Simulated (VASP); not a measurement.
# MnS (Fm-3m) in VASP: single point with PBE+U

Aim: the single point of MnS with PBE+U.

Everything below comes from runs of VASP 6.6.1. Logs are shortened: lines on timing, memory, paths and dates and some standing lists are left out, and cuts for length are marked.

## (1) The cell of the first run

It takes space group Fm-3m (No. 225, cubic). Conventional cell: a = 5.209 Å, b = 5.209 Å, c = 5.209 Å, α = 90.00°, β = 90.00°, γ = 90.00°. Within 3.4 Å of Mn (site symmetry m-3m) lie 6 S at 2.60 Å. Within 3.4 Å of S (site symmetry m-3m) lie 6 Mn at 2.60 Å.

## (2) Single point, PBE+U, collinear spin, antiferromagnetic start

File INCAR:

```
PREC = Accurate
ENCUT = 520
EDIFF = 1E-6
ISMEAR = 0
SIGMA = 0.05
LREAL = F
LASPH = T
NELM = 150
ALGO = Normal
ISIF = 2
LWAVE = F
LCHARG = F
ISPIN = 2
MAGMOM = 5 -5 0 0
LORBIT = 11
LMAXMIX = 4
LDAU = T
LDAUTYPE = 2
LDAUL = 2 -1
LDAUU = 3.9 0
LDAUJ = 0 0
LDAUPRINT = 1
GGA = PE
NBANDS = 31
```

File KPOINTS:

```
Automatic mesh
0
Gamma
  4 4 3
```

File POSCAR:

```
MnS
1.0
    0.0000000000      2.6045000000     -2.6045000000
    0.0000000000      2.6045000000      2.6045000000
    5.2090000000      0.0000000000      0.0000000000
Mn S
2 2
Direct
    0.0000000000      0.0000000000      0.0000000000
    0.5000000000      0.5000000000      0.5000000000
    0.0000000000      1.0000000000      0.5000000000
    0.5000000000      1.5000000000      1.0000000000
```

Potentials or basis: VASP PAW PBE potentials, release 64 (Mn_pv, S).

Command:

```console
$ cat potpaw_PBE.64/Mn_pv/POTCAR potpaw_PBE.64/S/POTCAR > POTCAR
$ mpirun -np 1 vasp_std > vasp.out
```

OUTCAR:

```text
PREC = Accurate
   ENCUT = 520
   EDIFF = 1E-6
   ISMEAR = 0
   LREAL = F
   LASPH = T
   NELM = 150
   ISIF = 2
   ISPIN = 2
   LORBIT = 11
   GGA = PE

 ion  position               nearest neighbor table
   1  0.000  0.000  0.000-   3 2.60   4 2.60   3 2.60   4 2.60   4 2.60   4 2.60
   2  0.500  0.500  0.500-   3 2.60   4 2.60   4 2.60   3 2.60   3 2.60   3 2.60
   3  0.000  0.000  0.500-   1 2.60   2 2.60   1 2.60   2 2.60   2 2.60   2 2.60
   4  0.500  0.500  0.000-   1 2.60   2 2.60   2 2.60   1 2.60   1 2.60   1 2.60

  LATTYP: Found a simple tetragonal cell.
 ALAT       =     3.6833192232
 C/A-ratio  =     1.4142135624

  Lattice vectors:

 A1 = (   0.0000000000,   2.6045000000,  -2.6045000000)
 A2 = (   0.0000000000,   2.6045000000,   2.6045000000)
 A3 = (   5.2090000000,   0.0000000000,   0.0000000000)

Analysis of symmetry for initial positions (statically):
=====================================================================
 Subroutine PRICEL returns following result:

  LATTYP: Found a face centered cubic cell.
 ALAT       =     5.2090000000
[... 12 lines left out ...]
 Subroutine GETGRP returns: Found 16 space group operations
 (whereof 16 operations were pure point group operations)
 out of a pool of 16 trial point group operations.

The static configuration has the point symmetry D_4h.

Analysis of symmetry for dynamics (positions and initial velocities):
=====================================================================
 Subroutine PRICEL returns following result:

  LATTYP: Found a face centered cubic cell.
 ALAT       =     5.2090000000
[... 12 lines left out ...]
 Subroutine GETGRP returns: Found 16 space group operations
 (whereof 16 operations were pure point group operations)
 out of a pool of 16 trial point group operations.

The dynamic configuration has the point symmetry D_4h.

Analysis of structural, dynamic, and magnetic symmetry:
=====================================================================
 Subroutine PRICEL returns following result:

  LATTYP: Found a face centered cubic cell.
 ALAT       =     5.2090000000
[... 12 lines left out ...]
 Subroutine GETGRP returns: Found 16 space group operations
 (whereof 16 operations were pure point group operations)
 out of a pool of 16 trial point group operations.

The overall configuration has the point symmetry D_4h.

 Subroutine INISYM returns: Found 16 space group operations
 (whereof 16 operations are pure point group operations),
 and found     2 'primitive' translations

----------------------------------------------------------------------------------------

                                     Primitive cell

  volume of cell :      35.3348

  direct lattice vectors                    reciprocal lattice vectors
    -2.604500000 -2.604500000  0.000000000    -0.191975427 -0.191975427  0.191975427
    -2.604500000  0.000000000 -2.604500000    -0.191975427  0.191975427 -0.191975427
    -0.000000000 -2.604500000 -2.604500000     0.191975427 -0.191975427 -0.191975427

  length of vectors
     3.683319223  3.683319223  3.683319223     0.332511194  0.332511194  0.332511194

  position of ions in fractional coordinates (direct lattice)
     0.000000000  0.000000000  0.000000000
     0.500000000  0.500000000  0.500000000

  ion indices of the primitive-cell ions
   primitive index   ion index
                 1           1
[... 129 lines left out ...]
  o =  0.0169  v =  0.0000  0.0000  0.0000  0.0000  0.0000  1.0000  0.0000  0.0000  0.0000  0.0000      0.0000  0.0000  0.0000  0.0000  0.0000  0.0000  0.0000  0.0000  0.0000  0.0000
  o =  0.0765  v =  0.0000  0.0000  0.0000  0.0000  0.0000  0.0000  0.0000  0.5000 -0.0000 -0.8660      0.0000  0.0000  0.0000  0.0000  0.0000  0.0000  0.0000  0.0000  0.0000  0.0000
  o =  0.0807  v =  0.0000  0.0000  0.0000  0.0000  0.0000  0.0000 -0.0000 -0.8660 -0.0000 -0.5000      0.0000  0.0000  0.0000  0.0000  0.0000  0.0000  0.0000  0.0000  0.0000  0.0000
  o =  0.9311  v =  1.0000  0.0000  0.0000  0.0000  0.0000  0.0000  0.0000  0.0000  0.0000  0.0000      0.0000  0.0000  0.0000  0.0000  0.0000  0.0000  0.0000  0.0000  0.0000  0.0000
  o =  0.9311  v =  0.0000 -0.0000 -0.0000 -1.0000 -0.0000  0.0000  0.0000  0.0000  0.0000  0.0000      0.0000  0.0000  0.0000  0.0000  0.0000  0.0000  0.0000  0.0000  0.0000  0.0000
  o =  0.9329  v =  0.0000  1.0000  0.0000 -0.0000 -0.0000  0.0000  0.0000  0.0000  0.0000  0.0000      0.0000  0.0000  0.0000  0.0000  0.0000  0.0000  0.0000  0.0000  0.0000  0.0000
  o =  0.9539  v =  0.0000 -0.0000  0.5000 -0.0000 -0.8660  0.0000  0.0000  0.0000  0.0000  0.0000      0.0000  0.0000  0.0000  0.0000  0.0000  0.0000  0.0000  0.0000  0.0000  0.0000
  o =  0.9554  v =  0.0000  0.0000 -0.8660  0.0000 -0.5000  0.0000  0.0000  0.0000  0.0000  0.0000      0.0000  0.0000  0.0000  0.0000  0.0000  0.0000  0.0000  0.0000  0.0000  0.0000

atom =   2  type =  1  l = 2

 onsite density matrix

spin component  1

  0.0169 -0.0000  0.0000 -0.0000  0.0000
 -0.0000  0.0149 -0.0000 -0.0000 -0.0000
  0.0000 -0.0000  0.0797 -0.0000  0.0018
 -0.0000 -0.0000 -0.0000  0.0169  0.0000
  0.0000 -0.0000  0.0018  0.0000  0.0776

spin component  2

  0.9311 -0.0000 -0.0000  0.0000  0.0000
 -0.0000  0.9329  0.0000  0.0000  0.0000
 -0.0000  0.0000  0.9550  0.0000  0.0007
  0.0000  0.0000  0.0000  0.9311 -0.0000
  0.0000  0.0000  0.0007 -0.0000  0.9542

 occupancies and eigenvectors

  o =  0.0149  v =  0.0000  1.0000 -0.0000  0.0000  0.0000  0.0000  0.0000  0.0000  0.0000  0.0000      0.0000  0.0000  0.0000  0.0000  0.0000  0.0000  0.0000  0.0000  0.0000  0.0000
  o =  0.0169  v = -0.0180  0.0000 -0.0000 -0.9998  0.0000  0.0000  0.0000  0.0000  0.0000  0.0000      0.0000  0.0000  0.0000  0.0000  0.0000  0.0000  0.0000  0.0000  0.0000  0.0000
  o =  0.0169  v =  0.9998 -0.0000 -0.0000 -0.0180 -0.0000  0.0000  0.0000  0.0000  0.0000  0.0000      0.0000  0.0000  0.0000  0.0000  0.0000  0.0000  0.0000  0.0000  0.0000  0.0000
  o =  0.0765  v =  0.0000  0.0000  0.5000 -0.0000 -0.8660  0.0000  0.0000  0.0000  0.0000  0.0000      0.0000  0.0000  0.0000  0.0000  0.0000  0.0000  0.0000  0.0000  0.0000  0.0000
  o =  0.0807  v = -0.0000  0.0000 -0.8660  0.0000 -0.5000  0.0000  0.0000  0.0000  0.0000  0.0000      0.0000  0.0000  0.0000  0.0000  0.0000  0.0000  0.0000  0.0000  0.0000  0.0000
  o =  0.9311  v =  0.0000  0.0000  0.0000  0.0000  0.0000  1.0000  0.0000  0.0000  0.0000  0.0000      0.0000  0.0000  0.0000  0.0000  0.0000  0.0000  0.0000  0.0000  0.0000  0.0000
  o =  0.9311  v =  0.0000  0.0000  0.0000  0.0000  0.0000  0.0000  0.0000  0.0000 -1.0000 -0.0000      0.0000  0.0000  0.0000  0.0000  0.0000  0.0000  0.0000  0.0000  0.0000  0.0000
  o =  0.9329  v =  0.0000  0.0000  0.0000  0.0000  0.0000  0.0000  1.0000  0.0000  0.0000  0.0000      0.0000  0.0000  0.0000  0.0000  0.0000  0.0000  0.0000  0.0000  0.0000  0.0000
  o =  0.9539  v =  0.0000  0.0000  0.0000  0.0000  0.0000  0.0000 -0.0000 -0.5000 -0.0000  0.8660      0.0000  0.0000  0.0000  0.0000  0.0000  0.0000  0.0000  0.0000  0.0000  0.0000
  o =  0.9554  v =  0.0000  0.0000  0.0000  0.0000  0.0000  0.0000 -0.0000  0.8660  0.0000  0.5000      0.0000  0.0000  0.0000  0.0000  0.0000  0.0000  0.0000  0.0000  0.0000  0.0000

 number of electron      37.9999961 magnetization      -0.0000000

 Free energy of the ion-electron system (eV)
  ---------------------------------------------------
  ext. energy  EPLUGINS =         0.00000000
  ---------------------------------------------------
  free energy    TOTEN  =       -25.94251984 eV

  energy without entropy =      -25.94251984  energy(sigma->0) =      -25.94251984

 E-fermi :   6.6359     XC(G=0): -10.5995

 val. band max:        6.3082651335   @ k =   0.5000   0.0000   0.0000
 cond. band min:       7.4269208718   @ k =   0.5000   0.5000   0.0000
 fundamental gap:      1.1186557383
 Fermi energy:         6.6358943941

 spin component 1

 k-point     1 :       0.0000    0.0000    0.0000
  band No.  band energies     occupation
      1     -44.2906      1.00000
      2     -44.2822      1.00000
      3     -44.2822      1.00000
      4     -39.4187      1.00000
      5     -39.4087      1.00000
      6     -39.4087      1.00000
[... 397 lines left out ...]
     30      15.4345      0.00000
     31      15.4345      0.00000
 Fermi energy:         6.6358943941

 spin component 2

 k-point     1 :       0.0000    0.0000    0.0000
  band No.  band energies     occupation
      1     -44.2906      1.00000
      2     -44.2822      1.00000
      3     -44.2822      1.00000
      4     -39.4187      1.00000
      5     -39.4087      1.00000
      6     -39.4087      1.00000
[... 397 lines left out ...]
     30      15.4345      0.00000
     31      15.4345      0.00000

------------------------ aborting loop because EDIFF is reached ----------------------------------------

  FORCE on cell =-STRESS in cart. coord.  units (eV):
  Direction    XX          YY          ZZ          XY          YZ          ZX
  --------------------------------------------------------------------------------------
  -------------------------------------------------------------------------------------
  Total        1.5099118      1.6654588      1.6654588      0.0000000      0.0000000      0.0000000
  in kB       34.2317480     37.7582101     37.7582101      0.0000000      0.0000000      0.0000000
  external PRESSURE =      36.5827227 kB  Pullay stress =       0.0000000 kB

 VOLUME and BASIS-vectors are now :
 -----------------------------------------------------------------------------
  energy-cutoff  :      520.00
  volume of cell :       70.67
      direct lattice vectors                 reciprocal lattice vectors
     0.000000000  2.604500000 -2.604500000     0.000000000  0.191975427 -0.191975427
     0.000000000  2.604500000  2.604500000     0.000000000  0.191975427  0.191975427
     5.209000000  0.000000000  0.000000000     0.191975427  0.000000000  0.000000000

 POSITION                                       TOTAL-FORCE (eV/Angst)
 -----------------------------------------------------------------------------------
      0.00000      0.00000      0.00000         0.000000     -0.000000      0.000000
      2.60450      2.60450      0.00000        -0.000000      0.000000      0.000000
      2.60450      0.00000      0.00000         0.000000     -0.000000     -0.000000
      0.00000      2.60450      0.00000         0.000000     -0.000000     -0.000000
 -----------------------------------------------------------------------------------
    total drift:                                0.000000      0.000000      0.000000

  FREE ENERGIE OF THE ION-ELECTRON SYSTEM (eV)
  ---------------------------------------------------
  free  energy   TOTEN  =       -25.9425198367 eV

  energy  without entropy=      -25.9425198367  energy(sigma->0) =      -25.94251984

 total charge

# of ion       s       p       d       tot
------------------------------------------
    1        0.217   6.171   4.893  11.280
    2        0.217   6.171   4.893  11.280
    3        1.319   2.467   0.000   3.786
    4        1.319   2.467   0.000   3.786
--------------------------------------------------
tot          3.071  17.276   9.785  30.132

 magnetization (x)

# of ion       s       p       d       tot
------------------------------------------
    1        0.039   0.036   4.489   4.565
    2       -0.039  -0.036  -4.489  -4.565
    3       -0.006  -0.024   0.000  -0.031
    4        0.006   0.024   0.000   0.031
--------------------------------------------------
tot          0.000   0.000   0.000   0.000
```

Wall time 31 s (1 thread of Intel Xeon Platinum 8488C (Sapphire Rapids), shared host); peak memory 0.21 GiB.

What came out:

| Item | Value |
| --- | --- |
| Free energy | -25.9425 eV |
| Pressure | 3.7 GPa |
| Band gap on the k mesh | 1.12 eV |
| Net moment | 0.00 μB per cell |
| Site moments | Mn +4.57, -4.57; S -0.03, +0.03 μB |
| Valence electrons inside the program's atomic spheres | Mn 11.28; S 3.79 |

Stress tensor (GPa, compression positive):
```
3.42 0.00 0.00
0.00 3.78 0.00
0.00 0.00 3.78
```

Eigenvalues of the final occupation matrices:
```tsv
site	spin	trace	eigenvalues
site 1 d	1	4.70	0.93 0.93 0.93 0.95 0.96
site 1 d	2	0.21	0.01 0.02 0.02 0.08 0.08
site 2 d	1	0.21	0.01 0.02 0.02 0.08 0.08
site 2 d	2	4.70	0.93 0.93 0.93 0.95 0.96
```

Caveat: the k points lie up to 0.43 Å⁻¹ apart. The state reached can hang on the start; a lower one may exist.
